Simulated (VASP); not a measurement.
# As in VASP: single point with PBE

Aim: the single point of As with PBE.

Program: VASP 6.6.1. These are calculated values, not measurements. Logs are shortened: lines on timing, memory, paths and dates and some standing lists are left out, and cuts for length are marked.

## Step 1: The cell of the first run

The cell holds a slab with vacuum, 8 atoms: a = 3.759 Å, b = 3.759 Å, c = 26.730 Å, α = 90.00°, β = 90.00°, γ = 120.00°.

## Step 2: Single point, PBE

File INCAR:

```
SYSTEM = As
PREC = Accurate ; ENCUT = 520
EDIFF = 1E-6 ; ISMEAR = -1
SIGMA = 0.05 ; LREAL = .False.
LASPH = .True. ; NELM = 120
ALGO = Normal ; ISIF = 2
LWAVE = .False. ; LCHARG = .False.
LDIPOL = .True. ; IDIPOL = 3
DIPOL = 0.5 0.5 0.500 ; GGA = PE
NBANDS = 70 ; GGA_COMPAT = .False.
NELMDL = -8
```

File KPOINTS:

```
regular mesh
0
Gamma
  8 8 1
  0 0 0
```

File POSCAR:

```
As
1.0
    3.7594989150      0.0000000000      0.0000000000
   -1.8797494575      3.2558215659      0.0000000000
    0.0000000000      0.0000000000     26.7304526348
As
8
Direct
    0.3333333333      0.6666666667      0.2805788627
    0.6666666667      0.3333333333      0.3282077844
    0.0000000000      0.0000000000      0.4109833137
    0.3333333333      0.6666666667      0.4586122354
    0.6666666667      0.3333333333      0.5413877646
    0.0000000000      0.0000000000      0.5890166863
    0.3333333333      0.6666666667      0.6717922156
    0.6666666667      0.3333333333      0.7194211373
```

Potentials or basis: VASP PAW PBE potentials, release 64 (As_d).

Command:

```console
$ cat potpaw_PBE.64/As_d/POTCAR > POTCAR
$ mpirun -np 1 vasp_std > vasp.out
```

OUTCAR:

```text
SYSTEM = As
   PREC = Accurate
   ENCUT = 520
   EDIFF = 1E-6
   ISMEAR = -1
   LREAL = .False.
   LASPH = .True.
   NELM = 120
   ISIF = 2
   GGA = PE
   NELMDL = -8

 ion  position               nearest neighbor table
   1  0.333  0.667  0.281-   2 2.52   2 2.52   2 2.52
   2  0.667  0.333  0.328-   1 2.52   1 2.52   1 2.52
   3  0.000  0.000  0.411-   4 2.52   4 2.52   4 2.52
   4  0.333  0.667  0.459-   3 2.52   3 2.52   3 2.52
   5  0.667  0.333  0.541-   6 2.52   6 2.52   6 2.52
   6  0.000  0.000  0.589-   5 2.52   5 2.52   5 2.52
   7  0.333  0.667  0.672-   8 2.52   8 2.52   8 2.52
   8  0.667  0.333  0.719-   7 2.52   7 2.52   7 2.52

  LATTYP: Found a hexagonal cell.
 ALAT       =     3.7594989150
 C/A-ratio  =     7.1101104799

  Lattice vectors:

 A1 = (   3.7594989150,   0.0000000000,   0.0000000000)
 A2 = (  -1.8797494575,   3.2558215659,   0.0000000000)
 A3 = (   0.0000000000,   0.0000000000,  26.7304526348)

Analysis of symmetry for initial positions (statically):
=====================================================================
 Subroutine PRICEL returns:
 Original cell was already a primitive cell.

 Routine SETGRP: Setting up the symmetry group for a
 hexagonal supercell.

 Subroutine GETGRP returns: Found 12 space group operations
 (whereof 12 operations were pure point group operations)
 out of a pool of 24 trial point group operations.

The static configuration has the point symmetry D_3d.

Analysis of symmetry for dynamics (positions and initial velocities):
=====================================================================
 Subroutine PRICEL returns:
 Original cell was already a primitive cell.

 Routine SETGRP: Setting up the symmetry group for a
 hexagonal supercell.

 Subroutine GETGRP returns: Found 12 space group operations
 (whereof 12 operations were pure point group operations)
 out of a pool of 24 trial point group operations.

The dynamic configuration has the point symmetry D_3d.

 Subroutine INISYM returns: Found 12 space group operations
 (whereof 12 operations are pure point group operations),
 and found     1 'primitive' translations

----------------------------------------------------------------------------------------

                                     Primitive cell

  volume of cell :     327.1876

  direct lattice vectors                    reciprocal lattice vectors
     3.759498915  0.000000000  0.000000000     0.265992895  0.153571070  0.000000000
    -1.879749457  3.255821566  0.000000000     0.000000000  0.307142139  0.000000000
     0.000000000  0.000000000 26.730452635     0.000000000  0.000000000  0.037410515

  length of vectors
     3.759498915  3.759498915 26.730452635     0.307142139  0.307142139  0.037410515

  position of ions in fractional coordinates (direct lattice)
     0.333333333  0.666666667  0.280578863
     0.666666667  0.333333333  0.328207784
     0.000000000  0.000000000  0.410983314
     0.333333333  0.666666667  0.458612235
     0.666666667  0.333333333  0.541387765
     0.000000000  0.000000000  0.589016686
     0.333333333  0.666666667  0.671792216
     0.666666667  0.333333333  0.719421137

  ion indices of the primitive-cell ions
   primitive index   ion index
                 1           1
                 2           2
                 3           3
                 4           4
                 5           5
                 6           6
                 7           7
                 8           8

----------------------------------------------------------------------------------------

 KPOINTS: regular mesh

Automatic generation of k-mesh.
 Grid dimensions read from file:
 generate k-points for:    8    8    1

 Generating k-lattice:

  Cartesian coordinates                     Fractional coordinates (reciprocal lattice)
     0.033249112  0.019196384  0.000000000     0.125000000  0.000000000  0.000000000
     0.000000000  0.038392767  0.000000000     0.000000000  0.125000000  0.000000000
     0.000000000  0.000000000  0.037410515     0.000000000  0.000000000  1.000000000

  Length of vectors
     0.038392767  0.038392767  0.037410515

  Shift w.r.t. Gamma in fractional coordinates (k-lattice)
     0.000000000  0.000000000  0.000000000

 Subroutine IBZKPT returns following result:
 ===========================================

 Found     10 irreducible k-points:

 Following reciprocal coordinates:
            Coordinates               Weight
  0.000000  0.000000  0.000000      1.000000
  0.125000  0.000000  0.000000      6.000000
  0.250000  0.000000  0.000000      6.000000
  0.375000 -0.000000  0.000000      6.000000
  0.500000  0.000000  0.000000      3.000000
  0.125000  0.125000  0.000000      6.000000
  0.250000  0.125000  0.000000     12.000000
  0.375000  0.125000  0.000000     12.000000
  0.250000  0.250000  0.000000      6.000000
  0.375000  0.250000  0.000000      6.000000
   k-points           NKPTS =     10   k-points in BZ     NKDIM =     10   number of bands    NBANDS=     70
   number of dos      NEDOS =    301   number of ions     NIONS =      8
   total plane-waves  NPLWV = 156800
   dimension x,y,z NGX =    28 NGY =   28 NGZ =  200
   dimension x,y,z NGXF=    56 NGYF=   56 NGZF=  400
   ions per type =               8
   NGX,Y,Z   is equivalent  to a cutoff of  12.38, 12.38, 12.44 a.u.
   NGXF,Y,Z  is equivalent  to a cutoff of  24.76, 24.76, 24.88 a.u.
 SYSTEM =  As
   PREC   = accura    normal or accurate (medium, high low for compatibility)
   ISTART =      0    job   : 0-new  1-cont  2-samecut
   ICHARG =      2    charge: 1-file 2-atom 10-const
   ISPIN  =      1    spin polarized calculation?
   LNONCOLLINEAR =      F non collinear calculations
   LSORBIT =      F    spin-orbit coupling
   LASPH  =      T    aspherical Exc in radial PAW
   ENCUT  =  520.0 eV  38.22 Ry    6.18 a.u.   6.99  6.99 49.70*2*pi/ulx,y,z
   NELM   =    120;   NELMIN=  2; NELMDL= -8     # of ELM steps
   EDIFF  = 0.1E-05   stopping-criterion for ELM
   LREAL  =      F    real-space projection
   EDIFFG = 0.1E-04   stopping-criterion for IOM
   NSW    =      0    number of steps for IOM
   IBRION =     -1    ionic relax: 0-MD 1-quasi-New 2-CG
   NFREE  =      0    steps in history (QN), initial steepest desc. (CG)
   ISIF   =      2    stress and relaxation
   ISYM   =      2    0-nonsym 1-usesym 2-fastsym
   POTIM  = 0.5000    time-step for ionic-motion
   TEBEG  =    0.0;   TEEND  =   0.0 temperature during run
   PSTRESS=    0.0 pullay stress
   NELECT =     120.0000    total number of electrons
   NUPDOWN=      -1.0000    fix difference up-down
   EMIN   =  10.00;   EMAX   =-10.00  energy-range for DOS
   EFERMI =   0.00;   METHOD = LEGACY
   ISMEAR =    -1;   SIGMA  =   0.05  broadening in eV -4-tet -1-fermi 0-gaus
   EFERMI_NEDOS =   21; number of points for ismear=-14 and -15
   IALGO  =     38    algorithm
   IMIX   =      4    mixing-type and parameters
     AMIX     =   0.40;   BMIX     =  1.00
     AMIX_MAG =   1.60;   BMIX_MAG =  1.00
  volume/ion in A,a.u.               =      40.90       276.00
  Fermi-wavevector in a.u.,A,eV,Ry     =   1.171844  2.214463 18.683755  1.373217
  Thomas-Fermi vector in A             =   2.308281
   LORBIT       =      0    0 simple, 1 ext, 2 COOP (PROOUT), +10 PAW based schemes
   GGA     = PE    functional components
   LHFCALC =     F    Hartree Fock is set to
   AEXX    =    0.0000 exact exchange contribution
   IVDW    =     0    specifies the selected vdW correction
   LEPSILON=     F    determine dielectric tensor
   LRPA    =     F    only Hartree local field effects (RPA)
 non-spin polarized calculation
  energy-cutoff  :      520.00
  volume of cell :      327.19
 maximum number of plane-waves:      8851
 NGX is ok and might be reduce to    28
   NGX = 13   NGY = 13   NGZ = 99

 dipolmoment           0.000000      0.000000     -0.000000 electrons x Angstroem

 number of electron     120.0000006 magnetization

 dipolmoment           0.000000      0.000000      0.000000 electrons x Angstroem

 Free energy of the ion-electron system (eV)
  ---------------------------------------------------
  ext. energy  EPLUGINS =         0.00000000
  ---------------------------------------------------
  free energy    TOTEN  =       -37.29572390 eV

  energy without entropy =      -37.28081956  energy(sigma->0) =      -37.28827173

 E-fermi :  -0.0870     XC(G=0):  -6.1418

 val. band max:       -0.3829119982   @ k =   0.0000   0.0000   0.0000
 cond. band min:      -0.0636776737   @ k =   0.5000   0.0000   0.0000
 fundamental gap:      0.3192343245
 Fermi energy:        -0.0870294962

 k-point     1 :       0.0000    0.0000    0.0000
  band No.  band energies     occupation
      1     -36.4026      2.00000
      2     -36.4026      2.00000
      3     -36.3965      2.00000
      4     -36.3965      2.00000
      5     -36.3795      2.00000
      6     -36.3795      2.00000
[... 62 lines left out ...]
     69       2.1204      0.00000
     70       2.1204      0.00000

 k-point     2 :       0.1250    0.0000    0.0000
  band No.  band energies     occupation
      1     -36.4024      2.00000
      2     -36.3984      2.00000
      3     -36.3964      2.00000
      4     -36.3927      2.00000
      5     -36.3792      2.00000
      6     -36.3789      2.00000
[... 62 lines left out ...]
     69       2.5365      0.00000
     70       2.9012      0.00000

 k-point     3 :       0.2500    0.0000    0.0000
  band No.  band energies     occupation
      1     -36.4017      2.00000
      2     -36.3960      2.00000
      3     -36.3867      2.00000
      4     -36.3825      2.00000
      5     -36.3784      2.00000
      6     -36.3782      2.00000
[... 500 lines left out ...]
     69       4.1940      0.00000
     70       4.3283      0.00000

 k-point    10 :       0.3750    0.2500    0.0000
  band No.  band energies     occupation
      1     -36.3991      2.00000
      2     -36.3979      2.00000
      3     -36.3796      2.00000
      4     -36.3796      2.00000
      5     -36.3654      2.00000
      6     -36.3654      2.00000
[... 62 lines left out ...]
     69       4.3773      0.00000
     70       4.8227      0.00000

------------------------ aborting loop because EDIFF is reached ----------------------------------------

 vacuum level on the upper side and lower side of the slab       (xc-potential included)        -0.149        -0.149

  FORCE on cell =-STRESS in cart. coord.  units (eV):
  Direction    XX          YY          ZZ          XY          YZ          ZX
  --------------------------------------------------------------------------------------
  -------------------------------------------------------------------------------------
  Total        1.8244376      1.8244376      3.1028161      0.0000000      0.0000000     -0.0000000
  in kB        8.9339339      8.9339339     15.1939169      0.0000000      0.0000000     -0.0000000
  external PRESSURE =      11.0205949 kB  Pullay stress =       0.0000000 kB

 VOLUME and BASIS-vectors are now :
 -----------------------------------------------------------------------------
  energy-cutoff  :      520.00
  volume of cell :      327.19
      direct lattice vectors                 reciprocal lattice vectors
     3.759498915  0.000000000  0.000000000     0.265992895  0.153571070  0.000000000
    -1.879749457  3.255821566  0.000000000     0.000000000  0.307142139  0.000000000
     0.000000000  0.000000000 26.730452635     0.000000000  0.000000000  0.037410515

 POSITION                                       TOTAL-FORCE (eV/Angst)
 -----------------------------------------------------------------------------------
     -0.00000      2.17055      7.50000        -0.000000      0.000000     -0.474630
      1.87975      1.08527      8.77314        -0.000000      0.000000      0.329272
      0.00000      0.00000     10.98577         0.000000      0.000000     -0.228266
     -0.00000      2.17055     12.25891        -0.000000     -0.000000      0.249566
      1.87975      1.08527     14.47154         0.000000      0.000000     -0.249566
      0.00000      0.00000     15.74468        -0.000000     -0.000000      0.228266
     -0.00000      2.17055     17.95731         0.000000     -0.000000     -0.329272
      1.87975      1.08527     19.23045         0.000000     -0.000000      0.474630
 -----------------------------------------------------------------------------------
    total drift:                                0.000000      0.000000      0.000000

  FREE ENERGIE OF THE ION-ELECTRON SYSTEM (eV)
  ---------------------------------------------------
  free  energy   TOTEN  =       -37.2957239008 eV

  energy  without entropy=      -37.2808195570  energy(sigma->0) =      -37.28827173

 vacuum level on the upper side and lower side of the slab         4.191         4.191
```

Run time: 4.4 min. Hardware: 1 thread of Intel Xeon 6975P-C (Granite Rapids), shared host; peak memory 0.48 GiB.

What came out:

```
Free energy            : -37.2957 eV
Largest force          : 0.475 eV/Å
Band gap on the k mesh : zero (bands 60 and 61 overlap by 0.32 eV)
```

Forces in eV/Å, atoms in the order of the input:
```
As   0.000  0.000 -0.475
As   0.000  0.000  0.329
As   0.000  0.000 -0.228
As   0.000  0.000  0.250
As   0.000  0.000 -0.250
As   0.000  0.000  0.228
As   0.000  0.000 -0.329
As   0.000  0.000  0.475
```
